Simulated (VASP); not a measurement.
Wanted: the native input for a VASP 6.6.1 run.

- Task: single point
- Functional: r2SCAN
- Potentials or basis: VASP PAW PBE potentials, release 64 (Ca_sv)
- Cutoff: 520 eV
- k mesh: 8 × 8 × 8
- Occupations: fermi-dirac, width 0.05 eV
- Spin: no spin polarisation
- Dipole correction: no
- Further INCAR settings: ALGO = Normal; EDIFF = 1e-07; NBANDS = 11

The system is Ca.

```
Ca
1.0
    -2.24000    2.24000    2.24000
     2.24000   -2.24000    2.24000
     2.24000    2.24000   -2.24000
Ca
1
Direct
  0.00000 0.00000 0.00000
```

These files were run (other wordings do the same):

POSCAR

```
Ca
1.0
   -2.2400000000      2.2400000000      2.2400000000
    2.2400000000     -2.2400000000      2.2400000000
    2.2400000000      2.2400000000     -2.2400000000
Ca
1
Direct
    0.0000000000      0.0000000000      0.0000000000
```

INCAR.step1

```
SYSTEM = Ca
PREC = Accurate ; ENCUT = 520
ISMEAR = -1 ; SIGMA = 0.05
LREAL = .False. ; LASPH = .True.
NELM = 80 ; NBANDS = 11
GGA = PE ; ALGO = Normal
EDIFF = 1E-4 ; LWAVE = .True.
LCHARG = .False.
```

INCAR.step2

```
SYSTEM = Ca
PREC = Accurate ; ENCUT = 520
EDIFF = 1E-7 ; ISMEAR = -1
SIGMA = 0.05 ; LREAL = .False.
LASPH = .True. ; NELM = 80
ALGO = Normal ; ISIF = 2
LWAVE = .False. ; LCHARG = .False.
METAGGA = R2SCAN ; LMIXTAU = .True.
NBANDS = 11 ; ISTART = 1
```

KPOINTS

```
Automatic mesh
0
Gamma
  8 8 8
  0 0 0
```

Potentials or basis: VASP PAW PBE potentials, release 64 (Ca_sv).

The run is started by

```sh
$ cat potpaw_PBE.64/Ca_sv/POTCAR > POTCAR
$ cp INCAR.step1 INCAR
$ mpirun -np 1 vasp_std > vasp.out
$ cp INCAR.step2 INCAR
$ mpirun -np 1 vasp_std > vasp.out
```

It gave:

```json
{"Pressure": "-0.6 GPa", "Band gap on the k mesh": "zero (band 5 reaches 2.19 eV, above the bottom of band 6 at 1.61 eV)"}
```

Caveat: the PAW data sets were made with another functional, which shifts forces and pressure a little.

Wall time 30 s on 1 thread of Intel(R) Xeon(R) 6975P-C (Granite Rapids) (shared host), peak memory 0.17 GiB.
